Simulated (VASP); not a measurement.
Set up this calculation in VASP 6.6.1, as the native input.

* Task: relaxation of cell and atoms
* Functional: PBE
* Potentials or basis: VASP PAW PBE potentials, release 64 (Na_pv, In_d, Se)
* Cutoff: 600 eV
* k mesh: 12 × 12 × 8
* Occupations: gaussian, width 0.1 eV
* Spin: no spin polarisation
* Dipole correction: no
* Further INCAR settings: ALGO = Normal; EDIFF = 1e-07; IBRION = 2; EDIFFG = -0.01; NSW = 100; ISIF = 3

The structure of NaInSe lies in POSCAR:

```
NaInSe
1.0
    4.9368666072      0.0000000000      0.0000000000
   -2.4684333036      4.2754518969      0.0000000000
    0.0000000000      0.0000000000      6.0661502924
Na In Se
1 1 1
Direct
    0.0000000000      0.0000000000      0.5000000000
    0.0000000000      0.0000000000      0.0000000000
    0.6666666667      0.3333333333      0.0000000000
```

The cell was built from a structure type or drawn by symmetry, and may not be a known phase.

These files were run (other wordings do the same):

INCAR

```
PREC = Accurate
ENCUT = 600
EDIFF = 1E-7
ISMEAR = 0
SIGMA = 0.1
LREAL = False
LASPH = True
NELM = 80
ALGO = Normal
ISIF = 3
LWAVE = False
LCHARG = False
GGA = PE
IBRION = 2
NSW = 100
EDIFFG = -0.01
```

KPOINTS

```
regular mesh
0
Gamma
  12 12 8
```

Potentials or basis: VASP PAW PBE potentials, release 64 (Na_pv, In_d, Se).

Launch:

```bash
$ cat potpaw_PBE.64/Na_pv/POTCAR potpaw_PBE.64/In_d/POTCAR potpaw_PBE.64/Se/POTCAR > POTCAR
$ mpirun -np 1 vasp_std > vasp.out
```

Results of the run:

```
Pressure after relaxing : 0.0 GPa
Band gap on the k mesh  : zero (bands 13 and 14 overlap by 1.00 eV)
```

Caveat: the relaxation stopped at its first step, so nothing moved; spin-orbit coupling is left out, which moves the levels of the heavy elements.

It took 3.1 min on 1 thread of Intel(R) Xeon(R) Platinum 8488C (Sapphire Rapids) (shared host), peak memory 0.47 GiB.
